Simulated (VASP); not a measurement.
# Hg (I4_1/amd) in VASP: single point with PBE

Aim: the single point of Hg with PBE.

Everything below comes from runs of VASP 6.6.1. Logs are shortened: lines on timing, memory, paths and dates and some standing lists are left out, and cuts for length are marked.

## Step 1: The cell of the first run

It takes space group I4_1/amd (No. 141, tetragonal). The conventional cell has a = 6.011 Å, b = 6.011 Å, c = 3.205 Å, α = 90.00°, β = 90.00°, γ = 90.00°. Hg (site symmetry -4m2) has 10 Hg at 3.11 to 3.85 Å within 4.1 Å.

## Step 2: Single point, PBE

The input, POSCAR:

```
Hg
1.0
   -3.0054557047      3.0054557047      1.6024927188
    3.0054557047     -3.0054557047      1.6024927188
    3.0054557047      3.0054557047     -1.6024927188
Hg
2
Direct
    0.7500000000      0.2500000000      0.5000000000
    0.0000000000      0.0000000000      0.0000000000
```

The input, INCAR.step1:

```
PREC = Accurate
ENCUT = 520
EDIFF = 1E-6
ISMEAR = 0
SIGMA = 0.1
LREAL = F
LASPH = T
NELM = 100
ALGO = Fast
ISIF = 2
LWAVE = F
LCHARG = T
GGA = PE
NBANDS = 19
```

The input, KPOINTS.step1:

```
regular mesh
0
Gamma
  16 16 16
```

The input, INCAR.step2:

```
PREC = Accurate
ENCUT = 520
EDIFF = 1E-6
ISMEAR = -5
SIGMA = 0.1
LREAL = F
LASPH = T
NELM = 100
ALGO = Fast
ISIF = 2
LWAVE = F
LCHARG = F
GGA = PE
LORBIT = 10
NEDOS = 1001
ICHARG = 11
```

The input, KPOINTS.step2:

```
regular mesh
0
Gamma
  24 24 24
```

Potentials or basis: VASP PAW PBE potentials, release 64 (Hg).

Started as:

```bash
$ cat potpaw_PBE.64/Hg/POTCAR > POTCAR
$ cp INCAR.step1 INCAR
$ cp KPOINTS.step1 KPOINTS
$ mpirun -np 1 vasp_std > vasp.out
$ cp INCAR.step2 INCAR
$ cp KPOINTS.step2 KPOINTS
$ mpirun -np 1 vasp_std > vasp.out
```

OUTCAR:

```text
PREC = Accurate
   ENCUT = 520
   EDIFF = 1E-6
   ISMEAR = -5
   LREAL = F
   LASPH = T
   NELM = 100
   ISIF = 2
   GGA = PE
   LORBIT = 10
   ICHARG = 11

 ion  position               nearest neighbor table
   1  0.750  0.250  0.500-   2 3.11   2 3.11   2 3.11   2 3.11   2 3.85   2 3.85   2 3.85   2 3.85

   2  0.000  0.000  0.000-   1 3.11   1 3.11   1 3.11   1 3.11   1 3.85   1 3.85   1 3.85   1 3.85

  LATTYP: Found a body centered tetragonal cell.
 ALAT       =     6.0109114094
 C/A-ratio  =     0.5331945889

  Lattice vectors:

 A1 = (  -3.0054557047,   3.0054557047,   1.6024927188)
 A2 = (   3.0054557047,  -3.0054557047,   1.6024927188)
 A3 = (   3.0054557047,   3.0054557047,  -1.6024927188)

Analysis of symmetry for initial positions (statically):
=====================================================================
 Subroutine PRICEL returns:
 Original cell was already a primitive cell.

 Routine SETGRP: Setting up the symmetry group for a
 body centered tetragonal supercell.

 Subroutine GETGRP returns: Found 16 space group operations
 (whereof  8 operations were pure point group operations)
 out of a pool of 16 trial point group operations.

The static configuration has the point symmetry D_2d.
 The point group associated with its full space group is D_4h.

Analysis of symmetry for dynamics (positions and initial velocities):
=====================================================================
 Subroutine PRICEL returns:
 Original cell was already a primitive cell.

 Routine SETGRP: Setting up the symmetry group for a
 body centered tetragonal supercell.

 Subroutine GETGRP returns: Found 16 space group operations
 (whereof  8 operations were pure point group operations)
 out of a pool of 16 trial point group operations.

The dynamic configuration has the point symmetry D_2d.
 The point group associated with its full space group is D_4h.

 Subroutine INISYM returns: Found 16 space group operations
 (whereof  8 operations are pure point group operations),
 and found     1 'primitive' translations

----------------------------------------------------------------------------------------

                                     Primitive cell

  volume of cell :      57.8998

  direct lattice vectors                    reciprocal lattice vectors
    -3.005455705  3.005455705  1.602492719     0.000000000  0.166364122  0.312013898
     3.005455705 -3.005455705  1.602492719     0.166364122  0.000000000  0.312013898
     3.005455705  3.005455705 -1.602492719     0.166364122  0.166364122  0.000000000

  length of vectors
     4.542412454  4.542412454  4.542412454     0.353595381  0.353595381  0.235274398

  position of ions in fractional coordinates (direct lattice)
     0.750000000  0.250000000  0.500000000
     0.000000000  0.000000000  0.000000000

  ion indices of the primitive-cell ions
   primitive index   ion index
                 1           1
                 2           2

----------------------------------------------------------------------------------------

 KPOINTS: regular mesh

Automatic generation of k-mesh.
 Grid dimensions read from file:
 generate k-points for:   24   24   24

 Generating k-lattice:

  Cartesian coordinates                     Fractional coordinates (reciprocal lattice)
     0.000000000  0.006931838  0.013000579     0.041666667  0.000000000  0.000000000
     0.006931838  0.000000000  0.013000579     0.000000000  0.041666667  0.000000000
     0.006931838  0.006931838  0.000000000     0.000000000  0.000000000  0.041666667

  Length of vectors
     0.014733141  0.014733141  0.009803100

  Shift w.r.t. Gamma in fractional coordinates (k-lattice)
     0.000000000  0.000000000  0.000000000

 TETIRR: Found  33868 inequivalent tetrahedra from    82944

 Subroutine IBZKPT returns following result:
 ===========================================

 Found   1063 irreducible k-points:

 Following reciprocal coordinates:
            Coordinates               Weight
  0.000000  0.000000  0.000000      1.000000
  0.041667  0.000000  0.000000      8.000000
  0.083333  0.000000  0.000000      8.000000
  0.125000  0.000000  0.000000      8.000000
  0.166667  0.000000  0.000000      8.000000
  0.208333 -0.000000  0.000000      8.000000
[... 16 lines left out ...]
  0.416667  0.041667  0.000000     16.000000
  0.458333  0.041667  0.000000     16.000000
 [... further k-points ...]
   k-points           NKPTS =   1063   k-points in BZ     NKDIM =   1063   number of bands    NBANDS=     16
   number of dos      NEDOS =   1001   number of ions     NIONS =      2
   total plane-waves  NPLWV =  46656
   dimension x,y,z NGX =    36 NGY =   36 NGZ =   36
   dimension x,y,z NGXF=    72 NGYF=   72 NGZF=   72
   ions per type =               2
   NGX,Y,Z   is equivalent  to a cutoff of  13.18, 13.18, 13.18 a.u.
   NGXF,Y,Z  is equivalent  to a cutoff of  26.35, 26.35, 26.35 a.u.
 SYSTEM =  unknown system
   PREC   = accura    normal or accurate (medium, high low for compatibility)
   ISTART =      0    job   : 0-new  1-cont  2-samecut
   ICHARG =     11    charge: 1-file 2-atom 10-const
   ISPIN  =      1    spin polarized calculation?
   LNONCOLLINEAR =      F non collinear calculations
   LSORBIT =      F    spin-orbit coupling
   LASPH  =      T    aspherical Exc in radial PAW
   ENCUT  =  520.0 eV  38.22 Ry    6.18 a.u.   8.45  8.45  8.45*2*pi/ulx,y,z
   NELM   =    100;   NELMIN=  2; NELMDL=  0     # of ELM steps
   EDIFF  = 0.1E-05   stopping-criterion for ELM
   LREAL  =      F    real-space projection
   EDIFFG = 0.1E-04   stopping-criterion for IOM
   NSW    =      0    number of steps for IOM
   IBRION =     -1    ionic relax: 0-MD 1-quasi-New 2-CG
   NFREE  =      0    steps in history (QN), initial steepest desc. (CG)
   ISIF   =      2    stress and relaxation
   ISYM   =      2    0-nonsym 1-usesym 2-fastsym
   POTIM  = 0.5000    time-step for ionic-motion
   TEBEG  =    0.0;   TEEND  =   0.0 temperature during run
   PSTRESS=    0.0 pullay stress
   NELECT =      24.0000    total number of electrons
   NUPDOWN=      -1.0000    fix difference up-down
   EMIN   =  10.00;   EMAX   =-10.00  energy-range for DOS
   EFERMI =   0.00;   METHOD = LEGACY
   ISMEAR =    -5;   SIGMA  =   0.10  broadening in eV -4-tet -1-fermi 0-gaus
   EFERMI_NEDOS =   21; number of points for ismear=-14 and -15
   IALGO  =     68    algorithm
   IMIX   =      4    mixing-type and parameters
     AMIX     =   0.40;   BMIX     =  1.00
     AMIX_MAG =   1.60;   BMIX_MAG =  1.00
  volume/ion in A,a.u.               =      28.95       195.36
  Fermi-wavevector in a.u.,A,eV,Ry     =   1.220636  2.306668 20.272046  1.489953
  Thomas-Fermi vector in A             =   2.355847
   LORBIT       =     10    0 simple, 1 ext, 2 COOP (PROOUT), +10 PAW based schemes
   GGA     = PE    functional components
   LHFCALC =     F    Hartree Fock is set to
   AEXX    =    0.0000 exact exchange contribution
   IVDW    =     0    specifies the selected vdW correction
   LEPSILON=     F    determine dielectric tensor
   LRPA    =     F    only Hartree local field effects (RPA)
 non-spin polarized calculation
 RMM-DIIS sequential band-by-band and
 Fermi weights with tetrahedron method with Bloechl corrections
  energy-cutoff  :      520.00
  volume of cell :       57.90
 maximum number of plane-waves:      1580
 NGX is ok and might be reduce to    36

 number of electron      23.9999998 magnetization

 Free energy of the ion-electron system (eV)
  ---------------------------------------------------
  ext. energy  EPLUGINS =         0.00000000
  ---------------------------------------------------
  free energy    TOTEN  =        -0.33901035 eV

  energy without entropy =       -0.33901035  energy(sigma->0) =       -0.33901035

 E-fermi :   1.4858     XC(G=0):  -9.7082

 val. band max:        1.5067869384   @ k =   0.2500   0.2083   0.0000
 cond. band min:       1.4611533138   @ k =  -0.2500   0.4167   0.2500
 fundamental gap:     -0.0456336246
 Fermi energy:         1.4857599490

 k-point     1 :       0.0000    0.0000    0.0000
  band No.  band energies     occupation
      1      -6.3483      2.00000
      2      -5.9753      2.00000
      3      -5.8538      2.00000
      4      -5.7540      2.00000
      5      -5.6751      2.00000
      6      -4.7614      2.00000
[... 8 lines left out ...]
     15       8.8575      0.00000
     16      11.8039      0.00000

 k-point     2 :       0.0417    0.0000    0.0000
  band No.  band energies     occupation
      1      -6.3108      2.00000
      2      -5.9726      2.00000
      3      -5.8456      2.00000
      4      -5.7294      2.00000
      5      -5.6619      2.00000
      6      -4.7943      2.00000
[... 8 lines left out ...]
     15       8.9007      0.00000
     16      11.7080      0.00000

 k-point     3 :       0.0833    0.0000    0.0000
  band No.  band energies     occupation
      1      -6.2021      2.00000
      2      -5.9619      2.00000
      3      -5.8216      2.00000
      4      -5.6597      2.00000
      5      -5.6208      2.00000
      6      -4.8565      2.00000
[... 8 lines left out ...]
     15       9.0301      0.00000
     16      11.4195      0.00000

 k-point     4 :       0.1250    0.0000    0.0000
  band No.  band energies     occupation
      1      -6.0418      2.00000
      2      -5.9358      2.00000
      3      -5.7832      2.00000
      4      -5.5569      2.00000
      5      -5.5408      2.00000
      6      -4.9359      2.00000
[... 8 lines left out ...]
     15       9.2451      0.00000
     16      10.7503      0.00000
[... 324 lines left out ...]
 k-point    22 :       0.3750    0.0417    0.0000
  band No.  band energies     occupation
      1      -5.8145      2.00000
      2      -5.6864      2.00000
      3      -5.5950      2.00000
      4      -5.4593      2.00000
      5      -5.2094      2.00000
      6      -5.0569      2.00000
[... 8 lines left out ...]
     15       4.8694      0.00000
     16       8.5944      0.00000

 k-point    23 :       0.4167    0.0417    0.0000
  band No.  band energies     occupation
      1      -5.8074      2.00000
      2      -5.7027      2.00000
      3      -5.5901      2.00000
      4      -5.5328      2.00000
      5      -5.1640      2.00000
      6      -5.0777      2.00000
[... 8 lines left out ...]
     15       4.8409      0.00000
     16       8.5016      0.00000

 k-point    24 :       0.4583    0.0417    0.0000
  band No.  band energies     occupation
      1      -5.7930      2.00000
      2      -5.7097      2.00000
      3      -5.5851      2.00000
      4      -5.5804      2.00000
      5      -5.1355      2.00000
      6      -5.0855      2.00000
[... 8 lines left out ...]
     15       4.8097      0.00000
     16       8.4639      0.00000

 [... further k-points ...]

------------------------ aborting loop because EDIFF is reached ----------------------------------------

  FORCE on cell =-STRESS in cart. coord.  units (eV):
  Direction    XX          YY          ZZ          XY          YZ          ZX
  --------------------------------------------------------------------------------------
  -------------------------------------------------------------------------------------
  Total        0.2276016      0.2276016      0.2007573      0.0000000      0.0000000      0.0000000
  in kB        6.2980953      6.2980953      5.5552717      0.0000000      0.0000000      0.0000000
  external PRESSURE =       6.0504874 kB  Pullay stress =       0.0000000 kB

 VOLUME and BASIS-vectors are now :
 -----------------------------------------------------------------------------
  energy-cutoff  :      520.00
  volume of cell :       57.90
      direct lattice vectors                 reciprocal lattice vectors
    -3.005455705  3.005455705  1.602492719     0.000000000  0.166364122  0.312013898
     3.005455705 -3.005455705  1.602492719     0.166364122  0.000000000  0.312013898
     3.005455705  3.005455705 -1.602492719     0.166364122  0.166364122  0.000000000

 POSITION                                       TOTAL-FORCE (eV/Angst)
 -----------------------------------------------------------------------------------
      0.00000      3.00546      0.80125         0.000000     -0.000000     -0.000000
      0.00000      0.00000      0.00000        -0.000000      0.000000      0.000000
 -----------------------------------------------------------------------------------
    total drift:                               -0.000000      0.000000     -0.000000

  FREE ENERGIE OF THE ION-ELECTRON SYSTEM (eV)
  ---------------------------------------------------
  free  energy   TOTEN  =        -0.3390103504 eV

  energy  without entropy=       -0.3390103504  energy(sigma->0) =       -0.33901035

 total charge

# of ion       s       p       d       tot
------------------------------------------
    1        0.927   0.171   9.334  10.431
    2        0.927   0.171   9.334  10.431
--------------------------------------------------
tot          1.854   0.342  18.667  20.863
```

It took 8.5 min on 1 thread of Intel Xeon Platinum 8488C (Sapphire Rapids), shared host; peak memory 0.92 GiB.

What came out:

* Valence electrons inside the program's atomic spheres: Hg 10.43

Levels at points of the mesh, in eV from the Fermi level:
| k point | band 8 | band 9 | band 10 | band 11 | band 12 | band 13 | band 14 | band 15 | band 16 |
| --- | --- | --- | --- | --- | --- | --- | --- | --- | --- |
| (0.00, 0.00, 0.00) | -6.22 | -6.22 | -5.90 | -5.53 | 0.67 | 1.87 | 1.87 | 7.37 | 10.32 |
| (0.50, 0.00, 0.00) | -5.99 | -5.91 | -5.72 | -2.32 | -1.55 | 1.95 | 2.34 | 3.19 | 6.93 |
| (0.50, 0.50, 0.00) | -6.22 | -6.02 | -6.02 | -5.12 | -5.12 | 5.24 | 5.24 | 5.64 | 5.64 |
| (0.50, 0.50, 0.50) | -6.22 | -6.19 | -6.19 | -2.82 | -2.82 | -1.32 | -1.32 | 9.98 | 9.98 |

Caveat: spin-orbit coupling is left out, which moves the levels of the heavy elements.
